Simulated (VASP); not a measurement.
A run of VASP 6.6.1 is set up as follows.

POSCAR

```
BN
1.0
    2.4982400000      0.0000000000      0.0000000000
   -1.2491200000      2.1635390000      0.0000000000
    0.0000000000      0.0000000000      6.6357000000
B N
2 2
Direct
    0.3333333333      0.6666666667      0.2500000000
    0.6666666667      0.3333333333      0.7500000000
    0.3333333333      0.6666666667      0.7500000000
    0.6666666667      0.3333333333      0.2500000000
```

File INCAR.step1:

```
PREC = Accurate ; ENCUT = 520
EDIFF = 1E-5 ; ISMEAR = 0
SIGMA = 0.01 ; LREAL = F
LASPH = T ; NELM = 120
ALGO = Normal ; ISIF = 2
LWAVE = T ; LCHARG = F
GGA = PE ; NBANDS = 16
GGA_COMPAT = F
```

File INCAR.step2:

```
PREC = Accurate ; ENCUT = 520
EDIFF = 1E-6 ; ISMEAR = 0
SIGMA = 0.01 ; LREAL = F
LASPH = T ; NELM = 120
ALGO = Normal ; ISIF = 2
LWAVE = F ; LCHARG = F
GGA = PE ; LHFCALC = T
AEXX = 0.25 ; PRECFOCK = Normal
ISTART = 1 ; NBANDS = 16
GGA_COMPAT = F
```

Contents of KPOINTS:

```
Automatic mesh
0
Gamma
  3 3 1
```

Potentials or basis: VASP PAW PBE potentials, release 64 (B, N).

The run is started by

```sh
$ cat potpaw_PBE.64/B/POTCAR potpaw_PBE.64/N/POTCAR > POTCAR
$ cp INCAR.step1 INCAR
$ mpirun -np 1 vasp_std > vasp.out
$ cp INCAR.step2 INCAR
$ mpirun -np 1 vasp_std > vasp.out
```

Question: Predict the pressure.

Answer: 0.2 GPa.

Question: Predict the band gap on the k mesh.

Answer: 7.29 eV, direct.

Stress tensor (GPa, compression positive):
```
-1.60  0.00  0.00
 0.00 -1.60  0.00
 0.00  0.00  3.90
```

Caveat: the k points lie up to 0.97 Å⁻¹ apart; the PAW data sets were made with another functional, which shifts forces and pressure a little; this functional lacks dispersion, which binds the layers, so the pressure and a relaxed spacing across them are unreliable. A k mesh can miss the band edges.
